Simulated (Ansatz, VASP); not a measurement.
**One calculation of TlGaPtC6N6, two programs**

The input INCAR:

```
SYSTEM = TlGaPtC6N6
PREC     = Accurate       ! precision mode
ENCUT    = 520            ! plane-wave cutoff, eV
EDIFF    = 1E-6           ! SCF threshold, eV
ISMEAR   = 0              ! smearing method
SIGMA    = 0.1            ! smearing width, eV
LREAL    = Auto         
LASPH    = .True.         ! aspherical terms in the spheres
NELM     = 100            ! most SCF steps
ALGO     = Normal         ! electronic algorithm
ISIF     = 2              ! what is computed and relaxed
LWAVE    = .False.        ! write WAVECAR
LCHARG   = .False.        ! write CHGCAR
GGA      = PE             ! functional
NBANDS   = 58             ! bands
```

Contents of KPOINTS:

```
regular mesh
0
Gamma
  4 4 4
  0 0 0
```

File POSCAR:

```
TlGaPtC6N6
1.0
    0.0000000000      5.0720000000      5.0720000000
    5.0720000000      0.0000000000      5.0720000000
    5.0720000000      5.0720000000      0.0000000000
Tl Ga Pt C N
1 1 1 6 6
Direct
    0.7500000000      0.7500000000      0.7500000000
    0.5000000000      0.5000000000      0.5000000000
    0.0000000000      0.0000000000      0.0000000000
    0.8110212900      0.1889787100      0.1889787100
    0.1889787100      0.1889787100      0.8110212900
    0.8110212900      0.1889787100      0.8110212900
    0.1889787100      0.8110212900      0.8110212900
    0.8110212900      0.8110212900      0.1889787100
    0.1889787100      0.8110212900      0.1889787100
    0.6956821800      0.3043178200      0.3043178200
    0.3043178200      0.3043178200      0.6956821800
    0.6956821800      0.3043178200      0.6956821800
    0.3043178200      0.6956821800      0.6956821800
    0.6956821800      0.6956821800      0.3043178200
    0.3043178200      0.6956821800      0.3043178200
```

Input for Ansatz:

```yaml
crystal:
  lattice:
    - [0.0, 5.072, 5.072]
    - [5.072, 0.0, 5.072]
    - [5.072, 5.072, 0.0]
  atoms:
    - { symbol: Tl, position: [0.75, 0.75, 0.75] }
    - { symbol: Ga, position: [0.5, 0.5, 0.5] }
    - { symbol: Pt, position: [0.0, 0.0, 0.0] }
    - { symbol: C, position: [0.81102129, 0.18897871, 0.18897871] }
    - { symbol: C, position: [0.18897871, 0.18897871, 0.81102129] }
    - { symbol: C, position: [0.81102129, 0.18897871, 0.81102129] }
    - { symbol: C, position: [0.18897871, 0.81102129, 0.81102129] }
    - { symbol: C, position: [0.81102129, 0.81102129, 0.18897871] }
    - { symbol: C, position: [0.18897871, 0.81102129, 0.18897871] }
    - { symbol: "N", position: [0.69568218, 0.30431782, 0.30431782] }
    - { symbol: "N", position: [0.30431782, 0.30431782, 0.69568218] }
    - { symbol: "N", position: [0.69568218, 0.30431782, 0.69568218] }
    - { symbol: "N", position: [0.30431782, 0.69568218, 0.69568218] }
    - { symbol: "N", position: [0.69568218, 0.69568218, 0.30431782] }
    - { symbol: "N", position: [0.30431782, 0.69568218, 0.30431782] }
basis:
  ecutwfc: 420
kpoints:
  mp_grid: { grid: [4, 4, 4] }
hamiltonian:
  xc: pbe
scf:
  occupations: { method: gaussian, width: 0.1 }
  lower_state_search: "off"
output:
  forces: true
  stress: true
  eigenvalues: true
```

Alike in both runs: task single point; functional PBE; k mesh 4 × 4 × 4; occupations gaussian, width 0.1 eV; no spin polarisation.

|  | VASP | Ansatz |
| --- | --- | --- |
| version | VASP 6.6.1 | Ansatz 0.2.0 |
| potentials or method | VASP PAW PBE potentials, release 64 (Tl_d, Ga_d, Pt, C, N), cutoff 520 eV | scalar-relativistic, plane waves, PAW |
| valence electrons in the cell | 90 | 98 |

|  | VASP | Ansatz | Ansatz less VASP |
| --- | --- | --- | --- |
| gap on the k mesh at the Fermi level (eV) | none | none | - |
| pressure (GPa) | 9.4 | 9.0 | -0.31 |
| rms of the force components (eV/Å) | 0.720 | 0.860 | +0.1398 |

Atom by atom the forces differ by 0.189 eV/Å (rms over components). A gap of «none» marks a metal or a gap that the smearing closes. VASP's potentials hold 90 valence electrons a cell and Ansatz's 98, so a difference there can come from the potentials and not from the codes.

Neither program's run includes spin-orbit coupling. Noted on VASP's run: the standard files for N, O and F lose accuracy on very short bonds.
